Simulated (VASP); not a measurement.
Set up this calculation in VASP 6.6.1, as the native input.

```yaml
Task: single point
Functional: PBEsol
Potentials_or_basis: VASP PAW PBE potentials, release 64 (Ba_sv, S)
Cutoff: 520 eV
k_mesh: 7 × 7 × 7
Occupations: fermi-dirac, width 0.05 eV
Spin: no spin polarisation
Dipole_correction: no
Further_INCAR_settings: ALGO = Normal; EDIFF = 1e-06; NBANDS = 15
```

The structure of BaS lies in POSCAR:

```
BaS
1.0
    0.0000000000      3.2563884516      3.2563884516
    3.2563884516      0.0000000000      3.2563884516
    3.2563884516      3.2563884516      0.0000000000
Ba S
1 1
Direct
    0.0000000000      0.0000000000      0.0000000000
    0.5000000000      0.5000000000      0.5000000000
```

This cell differs from its parent crystal: volume scaled by 1.06.

The input as run:

INCAR

```
SYSTEM = BaS
PREC     = Accurate       ! precision mode
ENCUT    = 520            ! plane-wave cutoff, eV
EDIFF    = 1E-6           ! SCF threshold, eV
ISMEAR   = -1             ! smearing method
SIGMA    = 0.05           ! smearing width, eV
LREAL    = .FALSE.        ! projectors in reciprocal space
LASPH    = .TRUE.         ! aspherical terms in the spheres
NELM     = 100            ! most SCF steps
ALGO     = Normal         ! electronic algorithm
ISIF     = 2              ! what is computed and relaxed
LWAVE    = .FALSE.        ! write WAVECAR
LCHARG   = .FALSE.        ! write CHGCAR
GGA      = PS             ! functional
NBANDS   = 15             ! bands
```

KPOINTS

```
Automatic mesh
0
G
  7 7 7
  0 0 0
```

Potentials or basis: VASP PAW PBE potentials, release 64 (Ba_sv, S).

The run is started by

```console
$ cat potpaw_PBE.64/Ba_sv/POTCAR potpaw_PBE.64/S/POTCAR > POTCAR
$ mpirun -np 1 vasp_std > vasp.out
```

Results of the run:

The pressure is -2.8 GPa and the band gap on the k mesh is 2.13 eV, indirect (least direct gap 2.31 eV).

Caveat: the PAW data sets were made with another functional, which shifts forces and pressure a little; spin-orbit coupling is left out, which moves the levels of the heavy elements.

Run time: 8.6 s on 1 thread of Intel(R) Xeon(R) 6975P-C (Granite Rapids) (shared host), peak memory 0.2 GiB.
